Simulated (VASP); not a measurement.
# KTaO3 (Pm-3m) in VASP: single point with r2SCAN

Aim: the single point of KTaO3 with r2SCAN.

All numbers are computed with VASP 6.6.1; they aren't measurements. Logs are shortened: lines on timing, memory, paths and dates and some standing lists are left out, and cuts for length are marked.

## Step 1: The cell of the first run

The structure is cubic, space group Pm-3m (No. 221). The conventional cell has a = 3.889 Å, b = 3.889 Å, c = 3.889 Å, α = 90.00°, β = 90.00°, γ = 90.00°. K (site symmetry m-3m) has 12 O at 2.75 Å and 8 Ta at 3.37 Å within 3.6 Å. Ta (site symmetry m-3m) has 6 O at 1.94 Å within 2.6 Å. Within 2.6 Å of O (site symmetry 4/mmm) lie 2 Ta at 1.94 Å.

## Step 2: Single point, r2SCAN (strain -0.025 along x and y, -0.025 along z)

Contents of POSCAR:

```
KTaO3
1.0
    3.8885925000      0.0000000000      0.0000000000
    0.0000000000      3.8885925000      0.0000000000
    0.0000000000      0.0000000000      3.8885925000
K Ta O
1 1 3
Direct
    0.5000000000      0.5000000000      0.5000000000
    0.0000000000      0.0000000000      0.0000000000
    0.5000000000      0.0000000000      0.0000000000
    0.0000000000      0.5000000000      0.0000000000
    0.0000000000      0.0000000000      0.5000000000
```

Contents of INCAR.step1:

```
  PREC = Accurate
  ENCUT = 770
  ISMEAR = 0
  SIGMA = 0.05
  LREAL = F
  LASPH = T
  NELM = 120
  NBANDS = 28
  GGA = PE
  ALGO = Normal
  EDIFF = 1E-5
  LWAVE = T
  LCHARG = F
  GGA_COMPAT = F
```

Contents of INCAR.step2:

```
  PREC = Accurate
  ENCUT = 770
  EDIFF = 1E-6
  ISMEAR = 0
  SIGMA = 0.05
  LREAL = F
  LASPH = T
  NELM = 120
  ALGO = Normal
  ISIF = 2
  LWAVE = F
  LCHARG = F
  METAGGA = R2SCAN
  LMIXTAU = T
  NBANDS = 28
  ISTART = 1
  GGA_COMPAT = F
```

Contents of KPOINTS:

```
Automatic mesh
0
Gamma
  6 6 6
```

Potentials or basis: VASP PAW PBE potentials, release 64 (K_sv, Ta_sv_GW, O).

On the command line:

```
> cat potpaw_PBE.64/K_sv/POTCAR potpaw_PBE.64/Ta_sv_GW/POTCAR potpaw_PBE.64/O/POTCAR > POTCAR
> cp INCAR.step1 INCAR
> mpirun -np 1 vasp_std > vasp.out
> cp INCAR.step2 INCAR
> mpirun -np 1 vasp_std > vasp.out
```

OUTCAR:

```text
PREC = Accurate
   ENCUT = 770
   EDIFF = 1E-6
   ISMEAR = 0
   LREAL = F
   LASPH = T
   NELM = 120
   ISIF = 2
   METAGGA = R2SCAN
   ISTART = 1

 ion  position               nearest neighbor table
   1  0.500  0.500  0.500-   3 2.75   4 2.75   5 2.75   3 2.75   4 2.75   3 2.75   5 2.75   3 2.75
                             4 2.75   5 2.75   4 2.75   5 2.75   2 3.37   2 3.37   2 3.37   2 3.37
   2  0.000  0.000  0.000-   3 1.94   4 1.94   5 1.94   5 1.94   4 1.94   3 1.94   1 3.37   1 3.37
                             1 3.37   1 3.37   1 3.37   1 3.37   1 3.37   1 3.37
   3  0.500  0.000  0.000-   2 1.94   2 1.94   1 2.75   1 2.75   1 2.75   1 2.75
   4  0.000  0.500  0.000-   2 1.94   2 1.94   1 2.75   1 2.75   1 2.75   1 2.75
   5  0.000  0.000  0.500-   2 1.94   2 1.94   1 2.75   1 2.75   1 2.75   1 2.75

  LATTYP: Found a simple cubic cell.
 ALAT       =     3.8885925000

  Lattice vectors:

 A1 = (   3.8885925000,   0.0000000000,   0.0000000000)
 A2 = (   0.0000000000,   3.8885925000,   0.0000000000)
 A3 = (   0.0000000000,   0.0000000000,   3.8885925000)

Analysis of symmetry for initial positions (statically):
=====================================================================
 Subroutine PRICEL returns:
 Original cell was already a primitive cell.

 Routine SETGRP: Setting up the symmetry group for a
 simple cubic supercell.

 Subroutine GETGRP returns: Found 48 space group operations
 (whereof 48 operations were pure point group operations)
 out of a pool of 48 trial point group operations.

The static configuration has the point symmetry O_h .

Analysis of symmetry for dynamics (positions and initial velocities):
=====================================================================
 Subroutine PRICEL returns:
 Original cell was already a primitive cell.

 Routine SETGRP: Setting up the symmetry group for a
 simple cubic supercell.

 Subroutine GETGRP returns: Found 48 space group operations
 (whereof 48 operations were pure point group operations)
 out of a pool of 48 trial point group operations.

The dynamic configuration has the point symmetry O_h .

 Subroutine INISYM returns: Found 48 space group operations
 (whereof 48 operations are pure point group operations),
 and found     1 'primitive' translations

----------------------------------------------------------------------------------------

                                     Primitive cell

  volume of cell :      58.8000

  direct lattice vectors                    reciprocal lattice vectors
     3.888592500  0.000000000  0.000000000     0.257162457  0.000000000  0.000000000
     0.000000000  3.888592500  0.000000000     0.000000000  0.257162457  0.000000000
     0.000000000  0.000000000  3.888592500     0.000000000  0.000000000  0.257162457

  length of vectors
     3.888592500  3.888592500  3.888592500     0.257162457  0.257162457  0.257162457

  position of ions in fractional coordinates (direct lattice)
     0.500000000  0.500000000  0.500000000
     0.000000000  0.000000000  0.000000000
     0.500000000  0.000000000  0.000000000
     0.000000000  0.500000000  0.000000000
     0.000000000  0.000000000  0.500000000

  ion indices of the primitive-cell ions
   primitive index   ion index
                 1           1
                 2           2
                 3           3
                 4           4
                 5           5

----------------------------------------------------------------------------------------

 KPOINTS: Automatic mesh

Automatic generation of k-mesh.
 Grid dimensions read from file:
 generate k-points for:    6    6    6

 Generating k-lattice:

  Cartesian coordinates                     Fractional coordinates (reciprocal lattice)
     0.042860409  0.000000000  0.000000000     0.166666667  0.000000000  0.000000000
     0.000000000  0.042860409  0.000000000     0.000000000  0.166666667  0.000000000
     0.000000000  0.000000000  0.042860409     0.000000000  0.000000000  0.166666667

  Length of vectors
     0.042860409  0.042860409  0.042860409

  Shift w.r.t. Gamma in fractional coordinates (k-lattice)
     0.000000000  0.000000000  0.000000000

 Subroutine IBZKPT returns following result:
 ===========================================

 Found     20 irreducible k-points:

 Following reciprocal coordinates:
            Coordinates               Weight
  0.000000  0.000000  0.000000      1.000000
  0.166667  0.000000  0.000000      6.000000
  0.333333  0.000000  0.000000      6.000000
  0.500000  0.000000  0.000000      3.000000
  0.166667  0.166667  0.000000     12.000000
  0.333333  0.166667  0.000000     24.000000
[... 12 lines left out ...]
  0.500000  0.500000  0.333333      6.000000
  0.500000  0.500000  0.500000      1.000000
   k-points           NKPTS =     20   k-points in BZ     NKDIM =     20   number of bands    NBANDS=     28
   number of dos      NEDOS =    301   number of ions     NIONS =      5
   total plane-waves  NPLWV =  46656
   dimension x,y,z NGX =    36 NGY =   36 NGZ =   36
   dimension x,y,z NGXF=    72 NGYF=   72 NGZF=   72
   ions per type =               1   1   3
   NGX,Y,Z   is equivalent  to a cutoff of  15.39, 15.39, 15.39 a.u.
   NGXF,Y,Z  is equivalent  to a cutoff of  30.78, 30.78, 30.78 a.u.
 SYSTEM =  unknown system
   PREC   = accura    normal or accurate (medium, high low for compatibility)
   ISTART =      1    job   : 0-new  1-cont  2-samecut
   ICHARG =      0    charge: 1-file 2-atom 10-const
   ISPIN  =      1    spin polarized calculation?
   LNONCOLLINEAR =      F non collinear calculations
   LSORBIT =      F    spin-orbit coupling
   LASPH  =      T    aspherical Exc in radial PAW
   ENCUT  =  770.0 eV  56.59 Ry    7.52 a.u.   8.80  8.80  8.80*2*pi/ulx,y,z
   NELM   =    120;   NELMIN=  2; NELMDL=  0     # of ELM steps
   EDIFF  = 0.1E-05   stopping-criterion for ELM
   LREAL  =      F    real-space projection
   EDIFFG = 0.1E-04   stopping-criterion for IOM
   NSW    =      0    number of steps for IOM
   IBRION =     -1    ionic relax: 0-MD 1-quasi-New 2-CG
   NFREE  =      0    steps in history (QN), initial steepest desc. (CG)
   ISIF   =      2    stress and relaxation
   ISYM   =      2    0-nonsym 1-usesym 2-fastsym
   POTIM  = 0.5000    time-step for ionic-motion
   TEBEG  =    0.0;   TEEND  =   0.0 temperature during run
   PSTRESS=    0.0 pullay stress
   NELECT =      40.0000    total number of electrons
   NUPDOWN=      -1.0000    fix difference up-down
   EMIN   =  10.00;   EMAX   =-10.00  energy-range for DOS
   EFERMI =   0.00;   METHOD = LEGACY
   ISMEAR =     0;   SIGMA  =   0.05  broadening in eV -4-tet -1-fermi 0-gaus
   EFERMI_NEDOS =   21; number of points for ismear=-14 and -15
   IALGO  =     38    algorithm
   IMIX   =      4    mixing-type and parameters
     AMIX     =   0.40;   BMIX     =  1.00
     AMIX_MAG =   1.60;   BMIX_MAG =  1.00
  volume/ion in A,a.u.               =      11.76        79.36
  Fermi-wavevector in a.u.,A,eV,Ry     =   1.439801  2.720829 28.205234  2.073026
  Thomas-Fermi vector in A             =   2.558616
   LORBIT       =      0    0 simple, 1 ext, 2 COOP (PROOUT), +10 PAW based schemes
   METAGGA = R2SCAN    functional components
   LHFCALC =     F    Hartree Fock is set to
   AEXX    =    0.0000 exact exchange contribution
   IVDW    =     0    specifies the selected vdW correction
   LEPSILON=     F    determine dielectric tensor
   LRPA    =     F    only Hartree local field effects (RPA)
 non-spin polarized calculation
 Gauss-broadening in eV      SIGMA  =   0.05
  energy-cutoff  :      770.00
  volume of cell :       58.80
 maximum number of plane-waves:      2897
 NGX is ok and might be reduce to    36
   NGX = 17   NGY = 17   NGZ = 17

 number of electron      40.0000004 magnetization

 Free energy of the ion-electron system (eV)
  ---------------------------------------------------
  ext. energy  EPLUGINS =         0.00000000
  ---------------------------------------------------
  free energy    TOTEN  =       -89.53392478 eV

  energy without entropy =      -89.53392478  energy(sigma->0) =      -89.53392478

 E-fermi :   3.8941     XC(G=0): -12.0901

 val. band max:        3.4602886113   @ k =   0.5000   0.5000   0.5000
 cond. band min:       6.2683307685   @ k =   0.0000   0.0000   0.0000
 fundamental gap:      2.8080421572
 Fermi energy:         3.8941382088

 k-point     1 :       0.0000    0.0000    0.0000
  band No.  band energies     occupation
      1     -65.5534      2.00000
      2     -31.3544      2.00000
      3     -31.3544      2.00000
      4     -31.3544      2.00000
      5     -24.9200      2.00000
      6     -15.3451      2.00000
[... 20 lines left out ...]
     27      12.1055      0.00000
     28      12.1055      0.00000

 k-point     2 :       0.1667    0.0000    0.0000
  band No.  band energies     occupation
      1     -65.5531      2.00000
      2     -31.3921      2.00000
      3     -31.3531      2.00000
      4     -31.3531      2.00000
      5     -24.9093      2.00000
      6     -15.2761      2.00000
[... 20 lines left out ...]
     27      12.4982      0.00000
     28      12.9058      0.00000

 k-point     3 :       0.3333    0.0000    0.0000
  band No.  band energies     occupation
      1     -65.5525      2.00000
      2     -31.4662      2.00000
      3     -31.3504      2.00000
      4     -31.3504      2.00000
      5     -24.8880      2.00000
      6     -15.2646      2.00000
[... 20 lines left out ...]
     27      13.4234      0.00000
     28      14.8893      0.00000

 k-point     4 :       0.5000    0.0000    0.0000
  band No.  band energies     occupation
      1     -65.5523      2.00000
      2     -31.5025      2.00000
      3     -31.3490      2.00000
      4     -31.3490      2.00000
      5     -24.8775      2.00000
      6     -15.2835      2.00000
[... 20 lines left out ...]
     27      13.7902      0.00000
     28      14.7930      0.00000

 k-point     5 :       0.1667    0.1667    0.0000
  band No.  band energies     occupation
      1     -65.5528      2.00000
      2     -31.3912      2.00000
      3     -31.3901      2.00000
      4     -31.3517      2.00000
      5     -24.9002      2.00000
      6     -15.1684      2.00000
[... 20 lines left out ...]
     27      12.8903      0.00000
     28      13.4314      0.00000

 k-point     6 :       0.3333    0.1667    0.0000
  band No.  band energies     occupation
      1     -65.5523      2.00000
      2     -31.4644      2.00000
      3     -31.3876      2.00000
      4     -31.3490      2.00000
      5     -24.8820      2.00000
      6     -15.1129      2.00000
[... 339 lines left out ...]
      5     -24.8538      2.00000
      6     -14.0553      2.00000
[... 20 lines left out ...]
     27      15.7403      0.00000
     28      15.7403      0.00000

 k-point    18 :       0.5000    0.3333    0.3333
  band No.  band energies     occupation
      1     -65.5506      2.00000
      2     -31.4919      2.00000
      3     -31.4549      2.00000
      4     -31.4543      2.00000
      5     -24.8484      2.00000
      6     -13.9606      2.00000
[... 20 lines left out ...]
     27      15.7012      0.00000
     28      16.3734      0.00000

 k-point    19 :       0.5000    0.5000    0.3333
  band No.  band energies     occupation
      1     -65.5504      2.00000
      2     -31.4902      2.00000
      3     -31.4902      2.00000
      4     -31.4531      2.00000
      5     -24.8433      2.00000
      6     -13.8394      2.00000
[... 20 lines left out ...]
     27      15.9288      0.00000
     28      16.2912      0.00000

 k-point    20 :       0.5000    0.5000    0.5000
  band No.  band energies     occupation
      1     -65.5501      2.00000
      2     -31.4887      2.00000
      3     -31.4887      2.00000
      4     -31.4887      2.00000
      5     -24.8380      2.00000
      6     -13.4183      2.00000
[... 20 lines left out ...]
     27      15.7961      0.00000
     28      16.6209      0.00000

------------------------ aborting loop because EDIFF is reached ----------------------------------------

  FORCE on cell =-STRESS in cart. coord.  units (eV):
  Direction    XX          YY          ZZ          XY          YZ          ZX
  --------------------------------------------------------------------------------------
  -------------------------------------------------------------------------------------
  Total        7.2214692      7.2214692      7.2214692     -0.0000000      0.0000000     -0.0000000
  in kB      196.7699811    196.7699811    196.7699811     -0.0000000      0.0000000     -0.0000000
  external PRESSURE =     196.7699811 kB  Pullay stress =       0.0000000 kB

 VOLUME and BASIS-vectors are now :
 -----------------------------------------------------------------------------
  energy-cutoff  :      770.00
  volume of cell :       58.80
      direct lattice vectors                 reciprocal lattice vectors
     3.888592500  0.000000000  0.000000000     0.257162457  0.000000000  0.000000000
     0.000000000  3.888592500  0.000000000     0.000000000  0.257162457  0.000000000
     0.000000000  0.000000000  3.888592500     0.000000000  0.000000000  0.257162457

 POSITION                                       TOTAL-FORCE (eV/Angst)
 -----------------------------------------------------------------------------------
      1.94430      1.94430      1.94430         0.000000      0.000000      0.000000
      0.00000      0.00000      0.00000         0.000000      0.000000      0.000000
      1.94430      0.00000      0.00000         0.000000      0.000000      0.000000
      0.00000      1.94430      0.00000         0.000000      0.000000      0.000000
      0.00000      0.00000      1.94430         0.000000      0.000000      0.000000
 -----------------------------------------------------------------------------------
    total drift:                                0.000000      0.000000     -0.000000

  FREE ENERGIE OF THE ION-ELECTRON SYSTEM (eV)
  ---------------------------------------------------
  free  energy   TOTEN  =       -89.5339247768 eV

  energy  without entropy=      -89.5339247768  energy(sigma->0) =      -89.53392478
```

Wall time 3.3 min (1 thread of Intel Xeon Platinum 8259CL at 2.50GHz (Skylake/Cascade Lake), shared host); peak memory 0.26 GiB.

What came out:

```
Free energy            : -89.5339 eV
Pressure               : 19.7 GPa
Band gap on the k mesh : 2.81 eV (least direct gap 3.41 eV)
```

Caveat: the cell differs from its parent crystal (strain -0.025 along x and y, -0.025 along z); the cell stands under pressure; the PAW data sets were made with another functional, which shifts forces and pressure a little; spin-orbit coupling is left out, which moves the levels of the heavy elements. A k mesh can miss the band edges.
